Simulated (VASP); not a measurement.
Input of a VASP 6.6.1 run:

Contents of INCAR:

```
SYSTEM = C
ALGO = Normal
EDIFF = 1E-6
ENCUT = 520
GGA = CA
ISIF = 2
ISMEAR = -1
LASPH = .TRUE.
LCHARG = .FALSE.
LREAL = .FALSE.
LWAVE = .FALSE.
NBANDS = 8
NELM = 60
PREC = Accurate
SIGMA = 0.1
```

Contents of KPOINTS:

```
k-points
0
G
  21 21 21
  0 0 0
```

File POSCAR:

```
C
1.0
   -1.1799342667      1.1799342667      1.1799342667
    1.1799342667     -1.1799342667      1.1799342667
    1.1799342667      1.1799342667     -1.1799342667
C
1
Direct
    0.0000000000      0.0000000000      0.0000000000
```

Potentials or basis: VASP PAW LDA potentials, release 64 (C).

Command:

```sh
$ cat potpaw_LDA.64/C/POTCAR > POTCAR
$ mpirun -np 1 vasp_std > vasp.out
```

**Question.** Predict the pressure.

**Answer.** -8.0 GPa.

**Question.** Predict the band gap on the k mesh.

**Answer.** Zero (band 2 reaches 17.85 eV, above the bottom of band 3 at 3.57 eV).
